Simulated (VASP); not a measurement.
# TaN (Pmn2_1) in VASP: a series of runs

TaN is run at these levels: PBEsol; tasks: single point.

Everything below comes from runs of VASP 6.6.1. Logs are shortened: lines on timing, memory, paths and dates and some standing lists are left out, and cuts for length are marked.

## Step 1: The cell of the first run

It takes space group Pmn2_1 (No. 31, orthorhombic). The conventional cell has a = 2.924 Å, b = 2.871 Å, c = 5.064 Å, α = 90.00°, β = 90.00°, γ = 90.00°. Ta (site symmetry m) has 6 N at 2.15 to 2.28 Å and 8 Ta at 2.87 to 2.93 Å within 3.0 Å. N (site symmetry m) has 6 Ta at 2.15 to 2.28 Å and 8 N at 2.87 to 2.92 Å within 3.0 Å.

## Step 2: Single point, PBEsol (atoms displaced along a vibrational mode)

Input file INCAR:

```
SYSTEM = TaN
PREC = Accurate ; ENCUT = 520
EDIFF = 1E-7 ; ISMEAR = 0
SIGMA = 0.15 ; LREAL = .False.
LASPH = .True. ; NELM = 80
ALGO = Normal ; ISIF = 2
LWAVE = .False. ; LCHARG = .False.
GGA = PS ; NBANDS = 24
```

Input file KPOINTS:

```
regular mesh
0
Gamma
  20 20 12
  0 0 0
```

Input file POSCAR:

```
TaN
1.0
    0.0000000000      0.0000000000      2.8707276426
    2.9239890448      0.0000000000      0.0000000000
    0.0000000000      5.0644975863      0.0000000000
Ta N
2 2
Direct
    0.5261257804      0.0000000000      0.3333333333
    0.4738742196      0.5000000000      0.8333333333
    0.0095533379      0.5000000000      0.5000000000
   -0.0095533379      0.0000000000      0.0000000000
```

Potentials or basis: VASP PAW PBE potentials, release 64 (Ta_pv, N).

Command:

```console
$ cat potpaw_PBE.64/Ta_pv/POTCAR potpaw_PBE.64/N/POTCAR > POTCAR
$ mpirun -np 1 vasp_std > vasp.out
```

OUTCAR:

```text
SYSTEM = TaN
   PREC = Accurate
   ENCUT = 520
   EDIFF = 1E-7
   ISMEAR = 0
   LREAL = .False.
   LASPH = .True.
   NELM = 80
   ISIF = 2
   GGA = PS

 ion  position               nearest neighbor table
   1  0.526  0.000  0.333-   4 2.15   3 2.19   3 2.19   3 2.25   3 2.25   4 2.28   2 2.93   2 2.93
                             2 2.93   2 2.93
   2  0.474  0.500  0.833-   3 2.15   4 2.19   4 2.19   4 2.25   4 2.25   3 2.28   1 2.93   1 2.93
                             1 2.93   1 2.93
   3  0.010  0.500  0.500-   2 2.15   1 2.19   1 2.19   1 2.25   1 2.25   2 2.28
   4  0.990  0.000  0.000-   1 2.15   2 2.19   2 2.19   2 2.25   2 2.25   1 2.28

  LATTYP: Found a simple orthorhombic cell.
 ALAT       =     2.8707276426
 B/A-ratio  =     1.0185532760
 C/A-ratio  =     1.7641860242

  Lattice vectors:

 A1 = (   0.0000000000,   0.0000000000,   2.8707276426)
 A2 = (   2.9239890448,   0.0000000000,   0.0000000000)
 A3 = (   0.0000000000,   5.0644975863,   0.0000000000)

Analysis of symmetry for initial positions (statically):
=====================================================================
 Subroutine PRICEL returns:
 Original cell was already a primitive cell.

 Routine SETGRP: Setting up the symmetry group for a
 simple orthorhombic supercell.

 Subroutine GETGRP returns: Found  4 space group operations
 (whereof  2 operations were pure point group operations)
 out of a pool of  8 trial point group operations.

The static configuration has the point symmetry C_1h.
 The point group associated with its full space group is C_2v.

Analysis of symmetry for dynamics (positions and initial velocities):
=====================================================================
 Subroutine PRICEL returns:
 Original cell was already a primitive cell.

 Routine SETGRP: Setting up the symmetry group for a
 simple orthorhombic supercell.

 Subroutine GETGRP returns: Found  4 space group operations
 (whereof  2 operations were pure point group operations)
 out of a pool of  8 trial point group operations.

The dynamic configuration has the point symmetry C_1h.
 The point group associated with its full space group is C_2v.

 Subroutine INISYM returns: Found  4 space group operations
 (whereof  2 operations are pure point group operations),
 and found     1 'primitive' translations

----------------------------------------------------------------------------------------

                                     Primitive cell

  volume of cell :      42.5113

  direct lattice vectors                    reciprocal lattice vectors
     0.000000000  0.000000000  2.870727643     0.000000000  0.000000000  0.348343739
     2.923989045  0.000000000  0.000000000     0.341998545  0.000000000  0.000000000
     0.000000000  5.064497586  0.000000000     0.000000000  0.197452952  0.000000000

  length of vectors
     2.870727643  2.923989045  5.064497586     0.348343739  0.341998545  0.197452952

  position of ions in fractional coordinates (direct lattice)
     0.526125780  0.000000000  0.333333333
     0.473874220  0.500000000  0.833333333
     0.009553338  0.500000000  0.500000000
     0.990446662  0.000000000  0.000000000

  ion indices of the primitive-cell ions
   primitive index   ion index
                 1           1
                 2           2
                 3           3
                 4           4

----------------------------------------------------------------------------------------

 KPOINTS: regular mesh

Automatic generation of k-mesh.
 Grid dimensions read from file:
 generate k-points for:   20   20   12

 Generating k-lattice:

  Cartesian coordinates                     Fractional coordinates (reciprocal lattice)
     0.000000000  0.000000000  0.017417187     0.050000000  0.000000000  0.000000000
     0.017099927  0.000000000  0.000000000     0.000000000  0.050000000  0.000000000
     0.000000000  0.016454413  0.000000000     0.000000000  0.000000000  0.083333333

  Length of vectors
     0.017417187  0.017099927  0.016454413

  Shift w.r.t. Gamma in fractional coordinates (k-lattice)
     0.000000000  0.000000000  0.000000000

 Subroutine IBZKPT returns following result:
 ===========================================

 Found    847 irreducible k-points:

 Following reciprocal coordinates:
            Coordinates               Weight
  0.000000  0.000000  0.000000      1.000000
  0.050000  0.000000  0.000000      2.000000
  0.100000  0.000000  0.000000      2.000000
  0.150000  0.000000  0.000000      2.000000
  0.200000  0.000000  0.000000      2.000000
  0.250000  0.000000  0.000000      2.000000
[... 16 lines left out ...]
  0.000000  0.100000  0.000000      2.000000
  0.050000  0.100000  0.000000      4.000000
 [... further k-points ...]
   k-points           NKPTS =    847   k-points in BZ     NKDIM =    847   number of bands    NBANDS=     24
   number of dos      NEDOS =    301   number of ions     NIONS =      4
   total plane-waves  NPLWV =  23040
   dimension x,y,z NGX =    24 NGY =   24 NGZ =   40
   dimension x,y,z NGXF=    48 NGYF=   48 NGZF=   80
   ions per type =               2   2
   NGX,Y,Z   is equivalent  to a cutoff of  13.90, 13.65, 13.13 a.u.
   NGXF,Y,Z  is equivalent  to a cutoff of  27.80, 27.29, 26.26 a.u.
 SYSTEM =  TaN
   PREC   = accura    normal or accurate (medium, high low for compatibility)
   ISTART =      0    job   : 0-new  1-cont  2-samecut
   ICHARG =      2    charge: 1-file 2-atom 10-const
   ISPIN  =      1    spin polarized calculation?
   LNONCOLLINEAR =      F non collinear calculations
   LSORBIT =      F    spin-orbit coupling
   LASPH  =      T    aspherical Exc in radial PAW
   ENCUT  =  520.0 eV  38.22 Ry    6.18 a.u.   5.34  5.44  9.42*2*pi/ulx,y,z
   NELM   =     80;   NELMIN=  2; NELMDL= -5     # of ELM steps
   EDIFF  = 0.1E-06   stopping-criterion for ELM
   LREAL  =      F    real-space projection
   EDIFFG = 0.1E-05   stopping-criterion for IOM
   NSW    =      0    number of steps for IOM
   IBRION =     -1    ionic relax: 0-MD 1-quasi-New 2-CG
   NFREE  =      0    steps in history (QN), initial steepest desc. (CG)
   ISIF   =      2    stress and relaxation
   ISYM   =      2    0-nonsym 1-usesym 2-fastsym
   POTIM  = 0.5000    time-step for ionic-motion
   TEBEG  =    0.0;   TEEND  =   0.0 temperature during run
   PSTRESS=    0.0 pullay stress
   NELECT =      32.0000    total number of electrons
   NUPDOWN=      -1.0000    fix difference up-down
   EMIN   =  10.00;   EMAX   =-10.00  energy-range for DOS
   EFERMI =   0.00;   METHOD = LEGACY
   ISMEAR =     0;   SIGMA  =   0.15  broadening in eV -4-tet -1-fermi 0-gaus
   EFERMI_NEDOS =   21; number of points for ismear=-14 and -15
   IALGO  =     38    algorithm
   IMIX   =      4    mixing-type and parameters
     AMIX     =   0.40;   BMIX     =  1.00
     AMIX_MAG =   1.60;   BMIX_MAG =  1.00
  volume/ion in A,a.u.               =      10.63        71.72
  Fermi-wavevector in a.u.,A,eV,Ry     =   1.489213  2.814204 30.174390  2.217755
  Thomas-Fermi vector in A             =   2.602150
   LORBIT       =      0    0 simple, 1 ext, 2 COOP (PROOUT), +10 PAW based schemes
   GGA     = PS    functional components
   LHFCALC =     F    Hartree Fock is set to
   AEXX    =    0.0000 exact exchange contribution
   IVDW    =     0    specifies the selected vdW correction
   LEPSILON=     F    determine dielectric tensor
   LRPA    =     F    only Hartree local field effects (RPA)
 non-spin polarized calculation
 Gauss-broadening in eV      SIGMA  =   0.15
  energy-cutoff  :      520.00
  volume of cell :       42.51
 maximum number of plane-waves:      1166
 NGX is ok and might be reduce to    24
   NGX = 11   NGY = 11   NGZ = 19

 number of electron      32.0000005 magnetization

 Free energy of the ion-electron system (eV)
  ---------------------------------------------------
  ext. energy  EPLUGINS =         0.00000000
  ---------------------------------------------------
  free energy    TOTEN  =       -47.48830842 eV

  energy without entropy =      -47.48675717  energy(sigma->0) =      -47.48753280

 E-fermi :   8.2315     XC(G=0): -13.5787

 val. band max:        8.2231441328   @ k =   0.5000   0.0000   0.0833
 cond. band min:       8.2363140204   @ k =   0.4500   0.0000   0.0833
 fundamental gap:      0.0131698876
 Fermi energy:         8.2314841852

 k-point     1 :       0.0000    0.0000    0.0000
  band No.  band energies     occupation
      1     -27.3140      2.00000
      2     -26.4943      2.00000
      3     -26.4639      2.00000
      4     -26.3497      2.00000
      5     -26.2312      2.00000
      6     -26.2200      2.00000
[... 16 lines left out ...]
     23      12.4651      0.00000
     24      13.6120      0.00000

 k-point     2 :       0.0500    0.0000    0.0000
  band No.  band energies     occupation
      1     -27.3096      2.00000
      2     -26.5204      2.00000
      3     -26.4614      2.00000
      4     -26.3717      2.00000
      5     -26.2292      2.00000
      6     -26.2179      2.00000
[... 16 lines left out ...]
     23      12.6878      0.00000
     24      13.6466      0.00000

 k-point     3 :       0.1000    0.0000    0.0000
  band No.  band energies     occupation
      1     -27.2968      2.00000
      2     -26.5953      2.00000
      3     -26.4540      2.00000
      4     -26.4350      2.00000
      5     -26.2235      2.00000
      6     -26.2120      2.00000
[... 16 lines left out ...]
     23      13.0429      0.00000
     24      13.7412      0.00000

 k-point     4 :       0.1500    0.0000    0.0000
  band No.  band energies     occupation
      1     -27.2767      2.00000
      2     -26.7098      2.00000
      3     -26.5325      2.00000
      4     -26.4424      2.00000
      5     -26.2144      2.00000
      6     -26.2026      2.00000
[... 16 lines left out ...]
     23      13.1857      0.00000
     24      13.7842      0.00000

 k-point     5 :       0.2000    0.0000    0.0000
  band No.  band energies     occupation
      1     -27.2513      2.00000
      2     -26.8509      2.00000
      3     -26.6534      2.00000
      4     -26.4278      2.00000
      5     -26.2031      2.00000
      6     -26.1908      2.00000
[... 16 lines left out ...]
     23      13.1388      0.00000
     24      13.8596      0.00000

 k-point     6 :       0.2500    0.0000    0.0000
  band No.  band energies     occupation
      1     -27.2230      2.00000
      2     -27.0031      2.00000
      3     -26.7849      2.00000
      4     -26.4116      2.00000
      5     -26.1905      2.00000
      6     -26.1776      2.00000
[... 16 lines left out ...]
     23      13.0210      0.00000
     24      13.9540      0.00000
[... 379 lines left out ...]
 k-point    21 :       0.4500    0.0500    0.0000
  band No.  band energies     occupation
      1     -27.4441      2.00000
      2     -27.1729      2.00000
      3     -27.1255      2.00000
      4     -26.3776      2.00000
      5     -26.1567      2.00000
      6     -26.1557      2.00000
[... 16 lines left out ...]
     23      14.3194      0.00000
     24      15.4370      0.00000

 k-point    22 :       0.5000    0.0500    0.0000
  band No.  band energies     occupation
      1     -27.4660      2.00000
      2     -27.1923      2.00000
      3     -27.1210      2.00000
      4     -26.3749      2.00000
      5     -26.1546      2.00000
      6     -26.1537      2.00000
[... 16 lines left out ...]
     23      14.3788      0.00000
     24      15.4891      0.00000

 k-point    23 :       0.0000    0.1000    0.0000
  band No.  band energies     occupation
      1     -27.2817      2.00000
      2     -26.5343      2.00000
      3     -26.4828      2.00000
      4     -26.3460      2.00000
      5     -26.3055      2.00000
      6     -26.2497      2.00000
[... 16 lines left out ...]
     23      12.5118      0.00000
     24      12.9405      0.00000

 k-point    24 :       0.0500    0.1000    0.0000
  band No.  band energies     occupation
      1     -27.2774      2.00000
      2     -26.5326      2.00000
      3     -26.5079      2.00000
      4     -26.3679      2.00000
      5     -26.3030      2.00000
      6     -26.2477      2.00000
[... 16 lines left out ...]
     23      12.7337      0.00000
     24      13.0158      0.00000

 [... further k-points ...]

------------------------ aborting loop because EDIFF is reached ----------------------------------------

  FORCE on cell =-STRESS in cart. coord.  units (eV):
  Direction    XX          YY          ZZ          XY          YZ          ZX
  --------------------------------------------------------------------------------------
  -------------------------------------------------------------------------------------
  Total        0.3417768      0.7798164      0.5534807      0.0000000      0.0000000      0.0000000
  in kB       12.8809840     29.3899483     20.8597420      0.0000000      0.0000000      0.0000000
  external PRESSURE =      21.0435581 kB  Pullay stress =       0.0000000 kB

 VOLUME and BASIS-vectors are now :
 -----------------------------------------------------------------------------
  energy-cutoff  :      520.00
  volume of cell :       42.51
      direct lattice vectors                 reciprocal lattice vectors
     0.000000000  0.000000000  2.870727643     0.000000000  0.000000000  0.348343739
     2.923989045  0.000000000  0.000000000     0.341998545  0.000000000  0.000000000
     0.000000000  5.064497586  0.000000000     0.000000000  0.197452952  0.000000000

 POSITION                                       TOTAL-FORCE (eV/Angst)
 -----------------------------------------------------------------------------------
      0.00000      1.68817      1.51036         0.000000      0.087814     -1.620429
      1.46199      4.22041      1.36036         0.000000      0.087814      1.620429
      1.46199      2.53225      0.02743         0.000000     -0.087814     -0.043879
      0.00000      0.00000      2.84330         0.000000     -0.087814      0.043879
 -----------------------------------------------------------------------------------
    total drift:                                0.000000     -0.000153      0.000000

  FREE ENERGIE OF THE ION-ELECTRON SYSTEM (eV)
  ---------------------------------------------------
  free  energy   TOTEN  =       -47.4883084226 eV

  energy  without entropy=      -47.4867571675  energy(sigma->0) =      -47.48753280
```

Wall time 12 min (1 thread of Intel Xeon Platinum 8259CL at 2.50GHz (Skylake/Cascade Lake), shared host); peak memory 0.76 GiB.

Results:

```
Free energy            : -47.4883 eV
Pressure               : 2.1 GPa
Largest force          : 1.623 eV/Å
Band gap on the k mesh : zero (bands 16 and 17 overlap by 0.46 eV)
```

Forces in eV/Å, atoms in the order of the input:
```
Ta   0.000  0.088 -1.620
Ta   0.000  0.088  1.620
N    0.000 -0.088 -0.044
N    0.000 -0.088  0.044
```

Caveat: the cell differs from its parent crystal (atoms displaced along a vibrational mode); the PAW data sets were made with another functional, which shifts forces and pressure a little; spin-orbit coupling is left out, which moves the levels of the heavy elements.

(Part 1 of 2 ends here.)

The gap in the log of VASP goes by the Fermi energy; the results here count the filled bands.